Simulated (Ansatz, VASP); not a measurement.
**Two plane-wave programs on CdF2**

INCAR

```
PREC = Accurate
ENCUT = 520
EDIFF = 1E-6
ISMEAR = 0
SIGMA = 0.05
LREAL = F
LASPH = T
NELM = 100
ALGO = Normal
ISIF = 2
LWAVE = F
LCHARG = F
GGA = PE
NBANDS = 20
```

KPOINTS

```
regular mesh
0
Gamma
  8 8 8
```

The input POSCAR:

```
CdF2
1.0
    0.0000000000      2.6940000000      2.6940000000
    2.6940000000      0.0000000000      2.6940000000
    2.6940000000      2.6940000000      0.0000000000
Cd F
1 2
Direct
    0.0023199703     -0.0023199703      0.0023199703
    0.2500000000      0.2500000000      0.2500000000
    0.7500000000      0.7500000000      0.7500000000
```

Input for Ansatz:

```yaml
crystal:
  lattice:
    - [0.0, 2.694, 2.694]
    - [2.694, 0.0, 2.694]
    - [2.694, 2.694, 0.0]
  atoms:
    - { symbol: Cd, position: [0.0023199703, -0.0023199703, 0.0023199703] }
    - { symbol: F, position: [0.25, 0.25, 0.25] }
    - { symbol: F, position: [0.75, 0.75, 0.75] }
basis:
  ecutwfc: 420
kpoints:
  mp_grid: { grid: [8, 8, 8] }
hamiltonian:
  xc: pbe
scf:
  occupations: { method: gaussian, width: 0.05 }
output:
  forces: true
  stress: true
  eigenvalues: true
```

Change from the starting cell: all Cd atoms moved +0.013 Å, as atom 1 along Cartesian [0 1 0].

Alike in both runs: task single point; functional PBE; k mesh 8 × 8 × 8; occupations gaussian, width 0.05 eV; no spin polarisation.

```csv
,VASP,Ansatz
version,VASP 6.6.1,Ansatz 0.2.0
potentials or method,"VASP PAW PBE potentials, release 64 (Cd, F), cutoff 520 eV","scalar-relativistic, plane waves, PAW"
valence electrons in the cell,26,34
```

|  | VASP | Ansatz | Ansatz less VASP |
| --- | --- | --- | --- |
| gap on the k mesh at the Fermi level (eV) | 3.07 | 3.10 | +0.033 |
| least direct gap on the mesh (eV) | 3.57 | 3.60 | +0.031 |
| pressure (GPa) | 6.2 | 5.5 | -0.75 |
| rms of the force components (eV/Å) | 0.030 | 0.027 | -0.0031 |

Atom by atom the forces differ by 0.003 eV/Å (rms over components). VASP's potentials hold 26 valence electrons a cell and Ansatz's 34, so a difference there can come from the potentials and not from the codes.
